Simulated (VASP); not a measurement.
# ZrS (Fm-3m) in VASP: notebook

The runs below take ZrS through single point, with r2SCAN+D3(BJ).

All numbers are computed with VASP 6.6.1; they aren't measurements. Logs are shortened: lines on timing, memory, paths and dates and some standing lists are left out, and cuts for length are marked.

### Step 1. The cell of the first run

It takes space group Fm-3m (No. 225, cubic). The conventional cell has a = 5.250 Å, b = 5.250 Å, c = 5.250 Å, α = 90.00°, β = 90.00°, γ = 90.00°. Within 3.5 Å of Zr (site symmetry m-3m) lie 6 S at 2.62 Å. S (site symmetry m-3m) has 6 Zr at 2.62 Å within 3.5 Å.

### Step 2. Single point, r2SCAN+D3(BJ)

Contents of POSCAR:

```
ZrS
1.0
    0.0000000000      2.6250000000      2.6250000000
    2.6250000000      0.0000000000      2.6250000000
    2.6250000000      2.6250000000      0.0000000000
Zr S
1 1
Direct
    0.0000000000      0.0000000000      0.0000000000
    0.5000000000      0.5000000000      0.5000000000
```

Contents of INCAR.step1:

```
SYSTEM = ZrS
  ALGO = Normal
  EDIFF = 1E-4
  ENCUT = 520
  GGA = PE
  ISMEAR = -1
  LASPH = .True.
  LCHARG = .False.
  LREAL = .False.
  LWAVE = .True.
  NBANDS = 16
  NELM = 60
  PREC = Accurate
  SIGMA = 0.5
```

Contents of INCAR.step2:

```
SYSTEM = ZrS
  ALGO = Normal
  EDIFF = 1E-6
  ENCUT = 520
  ISIF = 2
  ISMEAR = -1
  ISTART = 1
  IVDW = 12
  LASPH = .True.
  LCHARG = .True.
  LELF = .True.
  LMIXTAU = .True.
  LREAL = .False.
  LVHAR = .True.
  LWAVE = .False.
  METAGGA = R2SCAN
  NBANDS = 16
  NELM = 60
  PREC = Accurate
  SIGMA = 0.5
  VDW_A1 = 0.49484001
  VDW_A2 = 5.73083694
  VDW_S6 = 1.0
  VDW_S8 = 0.78981345
```

Contents of KPOINTS:

```
k-points
0
Gamma
  10 10 10
  0 0 0
```

Potentials or basis: VASP PAW PBE potentials, release 64 (Zr_sv, S).

Command:

```console
cat potpaw_PBE.64/Zr_sv/POTCAR potpaw_PBE.64/S/POTCAR > POTCAR
cp INCAR.step1 INCAR
mpirun -np 1 vasp_std > vasp.out
cp INCAR.step2 INCAR
mpirun -np 1 vasp_std > vasp.out
```

OUTCAR:

```text
SYSTEM = ZrS
   EDIFF = 1E-6
   ENCUT = 520
   ISIF = 2
   ISMEAR = -1
   ISTART = 1
   IVDW = 12
   LASPH = .True.
   LREAL = .False.
   METAGGA = R2SCAN
   NELM = 60
   PREC = Accurate
 IVDW          = 12

 ion  position               nearest neighbor table
   1  0.000  0.000  0.000-   2 2.62   2 2.62   2 2.62   2 2.62   2 2.62   2 2.62
   2  0.500  0.500  0.500-   1 2.62   1 2.62   1 2.62   1 2.62   1 2.62   1 2.62

  LATTYP: Found a face centered cubic cell.
 ALAT       =     5.2500000000

  Lattice vectors:

 A1 = (   0.0000000000,   2.6250000000,   2.6250000000)
 A2 = (   2.6250000000,   0.0000000000,   2.6250000000)
 A3 = (   2.6250000000,   2.6250000000,   0.0000000000)

Analysis of symmetry for initial positions (statically):
=====================================================================
 Subroutine PRICEL returns:
 Original cell was already a primitive cell.

 Routine SETGRP: Setting up the symmetry group for a
 face centered cubic supercell.

 Subroutine GETGRP returns: Found 48 space group operations
 (whereof 48 operations were pure point group operations)
 out of a pool of 48 trial point group operations.

The static configuration has the point symmetry O_h .

Analysis of symmetry for dynamics (positions and initial velocities):
=====================================================================
 Subroutine PRICEL returns:
 Original cell was already a primitive cell.

 Routine SETGRP: Setting up the symmetry group for a
 face centered cubic supercell.

 Subroutine GETGRP returns: Found 48 space group operations
 (whereof 48 operations were pure point group operations)
 out of a pool of 48 trial point group operations.

The dynamic configuration has the point symmetry O_h .

 Subroutine INISYM returns: Found 48 space group operations
 (whereof 48 operations are pure point group operations),
 and found     1 'primitive' translations

----------------------------------------------------------------------------------------

                                     Primitive cell

  volume of cell :      36.1758

  direct lattice vectors                    reciprocal lattice vectors
     0.000000000  2.625000000  2.625000000    -0.190476190  0.190476190  0.190476190
     2.625000000  0.000000000  2.625000000     0.190476190 -0.190476190  0.190476190
     2.625000000  2.625000000  0.000000000     0.190476190  0.190476190 -0.190476190

  length of vectors
     3.712310601  3.712310601  3.712310601     0.329914440  0.329914440  0.329914440

  position of ions in fractional coordinates (direct lattice)
     0.000000000  0.000000000  0.000000000
     0.500000000  0.500000000  0.500000000

  ion indices of the primitive-cell ions
   primitive index   ion index
                 1           1
                 2           2

----------------------------------------------------------------------------------------

 KPOINTS: k-points

Automatic generation of k-mesh.
 Grid dimensions read from file:
 generate k-points for:   10   10   10

 Generating k-lattice:

  Cartesian coordinates                     Fractional coordinates (reciprocal lattice)
    -0.019047619  0.019047619  0.019047619     0.100000000  0.000000000  0.000000000
     0.019047619 -0.019047619  0.019047619     0.000000000  0.100000000  0.000000000
     0.019047619  0.019047619 -0.019047619     0.000000000  0.000000000  0.100000000

  Length of vectors
     0.032991444  0.032991444  0.032991444

  Shift w.r.t. Gamma in fractional coordinates (k-lattice)
     0.000000000  0.000000000  0.000000000

 Subroutine IBZKPT returns following result:
 ===========================================

 Found     47 irreducible k-points:

 Following reciprocal coordinates:
            Coordinates               Weight
  0.000000  0.000000  0.000000      1.000000
  0.100000  0.000000  0.000000      8.000000
  0.200000  0.000000  0.000000      8.000000
  0.300000  0.000000  0.000000      8.000000
  0.400000  0.000000  0.000000      8.000000
  0.500000  0.000000  0.000000      4.000000
[... 16 lines left out ...]
  0.300000  0.300000  0.000000      6.000000
  0.400000  0.300000  0.000000     24.000000
 [... further k-points ...]
   k-points           NKPTS =     47   k-points in BZ     NKDIM =     47   number of bands    NBANDS=     16
   number of dos      NEDOS =    301   number of ions     NIONS =      2
   total plane-waves  NPLWV =  21952
   dimension x,y,z NGX =    28 NGY =   28 NGZ =   28
   dimension x,y,z NGXF=    56 NGYF=   56 NGZF=   56
   ions per type =               1   1
   NGX,Y,Z   is equivalent  to a cutoff of  12.54, 12.54, 12.54 a.u.
   NGXF,Y,Z  is equivalent  to a cutoff of  25.08, 25.08, 25.08 a.u.
 SYSTEM =  ZrS
   PREC   = accura    normal or accurate (medium, high low for compatibility)
   ISTART =      1    job   : 0-new  1-cont  2-samecut
   ICHARG =      0    charge: 1-file 2-atom 10-const
   ISPIN  =      1    spin polarized calculation?
   LNONCOLLINEAR =      F non collinear calculations
   LSORBIT =      F    spin-orbit coupling
   LASPH  =      T    aspherical Exc in radial PAW
   ENCUT  =  520.0 eV  38.22 Ry    6.18 a.u.   6.90  6.90  6.90*2*pi/ulx,y,z
   NELM   =     60;   NELMIN=  2; NELMDL=  0     # of ELM steps
   EDIFF  = 0.1E-05   stopping-criterion for ELM
   LREAL  =      F    real-space projection
   EDIFFG = 0.1E-04   stopping-criterion for IOM
   NSW    =      0    number of steps for IOM
   IBRION =     -1    ionic relax: 0-MD 1-quasi-New 2-CG
   NFREE  =      0    steps in history (QN), initial steepest desc. (CG)
   ISIF   =      2    stress and relaxation
   ISYM   =      2    0-nonsym 1-usesym 2-fastsym
   POTIM  = 0.5000    time-step for ionic-motion
   TEBEG  =    0.0;   TEEND  =   0.0 temperature during run
   PSTRESS=    0.0 pullay stress
   NELECT =      18.0000    total number of electrons
   NUPDOWN=      -1.0000    fix difference up-down
   EMIN   =  10.00;   EMAX   =-10.00  energy-range for DOS
   EFERMI =   0.00;   METHOD = LEGACY
   ISMEAR =    -1;   SIGMA  =   0.50  broadening in eV -4-tet -1-fermi 0-gaus
   EFERMI_NEDOS =   21; number of points for ismear=-14 and -15
   IALGO  =     38    algorithm
   IMIX   =      4    mixing-type and parameters
     AMIX     =   0.40;   BMIX     =  1.00
     AMIX_MAG =   1.60;   BMIX_MAG =  1.00
  volume/ion in A,a.u.               =      18.09       122.06
  Fermi-wavevector in a.u.,A,eV,Ry     =   1.297258  2.451462 22.896950  1.682878
  Thomas-Fermi vector in A             =   2.428662
   LORBIT       =      0    0 simple, 1 ext, 2 COOP (PROOUT), +10 PAW based schemes
   METAGGA = R2SCAN    functional components
   LHFCALC =     F    Hartree Fock is set to
   AEXX    =    0.0000 exact exchange contribution
   IVDW    =    12    specifies the selected vdW correction
   LEPSILON=     F    determine dielectric tensor
   LRPA    =     F    only Hartree local field effects (RPA)
 non-spin polarized calculation
  energy-cutoff  :      520.00
  volume of cell :       36.18
 maximum number of plane-waves:       990
   NGX = 13   NGY = 13   NGZ = 13

 number of electron      18.0000000 magnetization

 Free energy of the ion-electron system (eV)
  ---------------------------------------------------
  ext. energy  EPLUGINS =         0.00000000
  ---------------------------------------------------
  free energy    TOTEN  =       -34.41556368 eV

  energy without entropy =      -33.36288829  energy(sigma->0) =      -33.88922598

 E-fermi :  10.7967     XC(G=0): -11.9414

 val. band max:       10.7866374375   @ k =   0.2000   0.1000   0.0000
 cond. band min:      10.8210610386   @ k =   0.3000   0.0000   0.0000
 fundamental gap:      0.0344236010
 Fermi energy:        10.7966940815

 k-point     1 :       0.0000    0.0000    0.0000
  band No.  band energies     occupation
      1     -40.8155      2.00000
      2     -18.1109      2.00000
      3     -18.1109      2.00000
      4     -18.1109      2.00000
      5      -5.8564      2.00000
      6       6.9466      1.99909
[... 8 lines left out ...]
     15      18.6249      0.00000
     16      23.4635      0.00000

 k-point     2 :       0.1000    0.0000    0.0000
  band No.  band energies     occupation
      1     -40.8129      2.00000
      2     -18.1471      2.00000
      3     -18.1138      2.00000
      4     -18.1138      2.00000
      5      -5.7274      2.00000
      6       6.2645      1.99977
[... 8 lines left out ...]
     15      19.0215      0.00000
     16      22.7359      0.00000

 k-point     3 :       0.2000    0.0000    0.0000
  band No.  band energies     occupation
      1     -40.8060      2.00000
      2     -18.2402      2.00000
      3     -18.1214      2.00000
      4     -18.1214      2.00000
      5      -5.3741      2.00000
      6       4.9630      1.99998
[... 8 lines left out ...]
     15      19.4756      0.00000
     16      21.5931      0.00000

 k-point     4 :       0.3000    0.0000    0.0000
  band No.  band energies     occupation
      1     -40.7975      2.00000
      2     -18.3521      2.00000
      3     -18.1308      2.00000
      4     -18.1308      2.00000
      5      -4.8963      2.00000
      6       3.7053      2.00000
[... 8 lines left out ...]
     15      19.4700      0.00000
     16      19.7627      0.00000
[... 324 lines left out ...]
 k-point    22 :      -0.2000    0.2000    0.0000
  band No.  band energies     occupation
      1     -40.7946      2.00000
      2     -18.3312      2.00000
      3     -18.1945      2.00000
      4     -18.1267      2.00000
      5      -4.8536      2.00000
      6       3.6314      2.00000
[... 8 lines left out ...]
     15      19.1533      0.00000
     16      19.7924      0.00000

 k-point    23 :       0.3000    0.3000    0.0000
  band No.  band energies     occupation
      1     -40.7917      2.00000
      2     -18.3116      2.00000
      3     -18.1836      2.00000
      4     -18.1836      2.00000
      5      -5.0346      2.00000
      6       3.7009      2.00000
[... 8 lines left out ...]
     15      19.1717      0.00000
     16      20.1319      0.00000

 k-point    24 :       0.4000    0.3000    0.0000
  band No.  band energies     occupation
      1     -40.7863      2.00000
      2     -18.3509      2.00000
      3     -18.2049      2.00000
      4     -18.1951      2.00000
      5      -4.9188      2.00000
      6       3.7100      2.00000
[... 8 lines left out ...]
     15      18.7904      0.00000
     16      20.1532      0.00000

 [... further k-points ...]

------------------------ aborting loop because EDIFF is reached ----------------------------------------

 Edisp (eV)   -0.47303

 E8    (eV) :    -0.1697

  FORCE on cell =-STRESS in cart. coord.  units (eV):
  Direction    XX          YY          ZZ          XY          YZ          ZX
  --------------------------------------------------------------------------------------
  -------------------------------------------------------------------------------------
  Total      -0.17590    -0.17590    -0.17590    -0.00000     0.00000    -0.00000
  in kB      -7.79029    -7.79029    -7.79029    -0.00000     0.00000    -0.00000
  external pressure =       -7.79 kB  Pullay stress =        0.00 kB

 VOLUME and BASIS-vectors are now :
 -----------------------------------------------------------------------------
  energy-cutoff  :      520.00
  volume of cell :       36.18
      direct lattice vectors                 reciprocal lattice vectors
     0.000000000  2.625000000  2.625000000    -0.190476190  0.190476190  0.190476190
     2.625000000  0.000000000  2.625000000     0.190476190 -0.190476190  0.190476190
     2.625000000  2.625000000  0.000000000     0.190476190  0.190476190 -0.190476190

 POSITION                                       TOTAL-FORCE (eV/Angst)
 -----------------------------------------------------------------------------------
      0.00000      0.00000      0.00000         0.000000      0.000000      0.000000
      2.62500      2.62500      2.62500         0.000000      0.000000     -0.000000
 -----------------------------------------------------------------------------------
    total drift:                                0.000000      0.000000      0.000000

  FREE ENERGIE OF THE ION-ELECTRON SYSTEM (eV)
  ---------------------------------------------------
  free  energy   TOTEN  =       -34.8885952514 eV

  energy  without entropy=      -33.8359198654  energy(sigma->0) =      -34.36225756
```

Run time: 87 s. Hardware: 1 thread of Intel Xeon Platinum 8259CL at 2.50GHz (Skylake/Cascade Lake), shared host; peak memory 0.19 GiB.

Results:

* Free energy: -34.8886 eV
* Pressure: -0.8 GPa
* Band gap on the k mesh: zero (band 9 reaches 12.50 eV, above the bottom of band 10 at 9.56 eV)
* Dispersion energy per atom: -0.237 eV

Levels at points of the mesh, in eV from the Fermi level:
```tsv
k point	band 6	band 7	band 8	band 9	band 10	band 11	band 12	band 13
(0.00, 0.00, 0.00)	-3.85	-3.85	-3.85	-1.23	-1.23	-1.23	-0.50	-0.50
(0.50, 0.00, 0.00)	-8.35	-6.29	-6.29	1.70	1.70	2.04	2.24	5.97
(0.50, 0.50, 0.00)	-6.61	-4.81	-4.81	-3.35	0.72	2.60	2.60	3.22
```

Caveat: three body term missing; the PAW data sets were made with another functional, which shifts forces and pressure a little; pairwise dispersion overbinds metals, which lowers pressure and volume.

### Step 3. Single point, r2SCAN+D3(BJ)

POSCAR is that of step 2.

Contents of INCAR.step1:

```
PREC = Accurate ; ENCUT = 520
ISMEAR = -1 ; SIGMA = 0.3
LREAL = F ; LASPH = T
NELM = 80 ; NBANDS = 16
GGA = PE ; ALGO = Normal
EDIFF = 1E-4 ; LWAVE = T
LCHARG = F
```

Contents of INCAR.step2:

```
PREC = Accurate ; ENCUT = 520
EDIFF = 1E-6 ; ISMEAR = -1
SIGMA = 0.3 ; LREAL = F
LASPH = T ; NELM = 80
ALGO = Normal ; ISIF = 2
LWAVE = F ; LCHARG = F
METAGGA = R2SCAN ; LMIXTAU = T
IVDW = 12 ; VDW_S6 = 1.0
VDW_S8 = 0.78981345 ; VDW_A1 = 0.49484001
VDW_A2 = 5.73083694 ; NBANDS = 16
ISTART = 1
```

Contents of KPOINTS:

```
regular mesh
0
Gamma
  10 10 10
```

Potentials or basis: VASP PAW PBE potentials, release 64 (Zr_sv, S).

Command:

```console
cat potpaw_PBE.64/Zr_sv/POTCAR potpaw_PBE.64/S/POTCAR > POTCAR
cp INCAR.step1 INCAR
mpirun -np 1 vasp_std > vasp.out
cp INCAR.step2 INCAR
mpirun -np 1 vasp_std > vasp.out
```

OUTCAR:

```text
PREC = Accurate
   ENCUT = 520
   EDIFF = 1E-6
   ISMEAR = -1
   LREAL = F
   LASPH = T
   NELM = 80
   ISIF = 2
   METAGGA = R2SCAN
   IVDW = 12
   ISTART = 1
 IVDW          = 12

 ion  position               nearest neighbor table
   1  0.000  0.000  0.000-   2 2.62   2 2.62   2 2.62   2 2.62   2 2.62   2 2.62
   2  0.500  0.500  0.500-   1 2.62   1 2.62   1 2.62   1 2.62   1 2.62   1 2.62

  LATTYP: Found a face centered cubic cell.
 ALAT       =     5.2500000000

  Lattice vectors:

[... 643 lines left out ...]

 Edisp (eV)   -0.47303

 E8    (eV) :    -0.1697

  FORCE on cell =-STRESS in cart. coord.  units (eV):
  Direction    XX          YY          ZZ          XY          YZ          ZX
  --------------------------------------------------------------------------------------
  -------------------------------------------------------------------------------------
  Total      -0.66974    -0.66974    -0.66974    -0.00000     0.00000     0.00000
  in kB     -29.66193   -29.66193   -29.66193    -0.00000     0.00000     0.00000
  external pressure =      -29.66 kB  Pullay stress =        0.00 kB

 VOLUME and BASIS-vectors are now :
 -----------------------------------------------------------------------------
  energy-cutoff  :      520.00
  volume of cell :       36.18
      direct lattice vectors                 reciprocal lattice vectors
     0.000000000  2.625000000  2.625000000    -0.190476190  0.190476190  0.190476190
     2.625000000  0.000000000  2.625000000     0.190476190 -0.190476190  0.190476190
     2.625000000  2.625000000  0.000000000     0.190476190  0.190476190 -0.190476190

 POSITION                                       TOTAL-FORCE (eV/Angst)
 -----------------------------------------------------------------------------------
      0.00000      0.00000      0.00000         0.000000     -0.000000      0.000000
      2.62500      2.62500      2.62500        -0.000000      0.000000     -0.000000
 -----------------------------------------------------------------------------------
    total drift:                                0.000000      0.000000      0.000000

  FREE ENERGIE OF THE ION-ELECTRON SYSTEM (eV)
  ---------------------------------------------------
  free  energy   TOTEN  =       -34.5481037121 eV

  energy  without entropy=      -34.1641813240  energy(sigma->0) =      -34.35614252
```

OSZICAR.step1:

```text
N       E                     dE             d eps       ncg     rms          rms(c)
DAV:   1     0.123635998896E+03    0.12364E+03   -0.96140E+03  1504   0.110E+03
DAV:   2    -0.113234606958E+02   -0.13496E+03   -0.13023E+03  1976   0.281E+02
DAV:   3    -0.164690556451E+02   -0.51456E+01   -0.51143E+01  2368   0.487E+01
DAV:   4    -0.165326168809E+02   -0.63561E-01   -0.63534E-01  1896   0.544E+00
DAV:   5    -0.165342897445E+02   -0.16729E-02   -0.16728E-02  2208   0.606E-01    0.148E+01
DAV:   6    -0.156395373953E+02    0.89475E+00   -0.19620E+00  1824   0.955E+00    0.684E+00
DAV:   7    -0.156143916276E+02    0.25146E-01   -0.18591E-01  2152   0.278E+00    0.304E+00
DAV:   8    -0.156112071099E+02    0.31845E-02   -0.28922E-02  1760   0.114E+00    0.595E-01
DAV:   9    -0.156101544523E+02    0.10527E-02   -0.44256E-03  1816   0.402E-01    0.163E-01
DAV:  10    -0.156101818025E+02   -0.27350E-04   -0.50895E-04  1808   0.218E-01
   1 F= -.15610182E+02 E0= -.15409881E+02  d E =-.400602E+00
```

Run time: 1.8 min. Hardware: 1 thread of Intel Xeon Platinum 8259CL at 2.50GHz (Skylake/Cascade Lake), shared host; peak memory 0.18 GiB.

What came out:

```
Free energy                : -34.5481 eV
Pressure                   : -3.0 GPa
Band gap on the k mesh     : zero (band 9 reaches 12.45 eV, above the bottom of band 10 at 9.53 eV)
Dispersion energy per atom : -0.237 eV
```

Levels at points of the mesh, in eV from the Fermi level:
```tsv
k point	band 7	band 8	band 9	band 10	band 11	band 12
(0.00, 0.00, 0.00)	-3.94	-3.94	-1.35	-1.35	-1.35	-0.62
(0.50, 0.00, 0.00)	-6.38	-6.38	1.57	1.57	1.91	2.14
(0.50, 0.50, 0.00)	-4.90	-4.90	-3.47	0.60	2.46	2.46
```

Caveat: three body term missing; the PAW data sets were made with another functional, which shifts forces and pressure a little; pairwise dispersion overbinds metals, which lowers pressure and volume.

(Continued in part 2 of 2.)
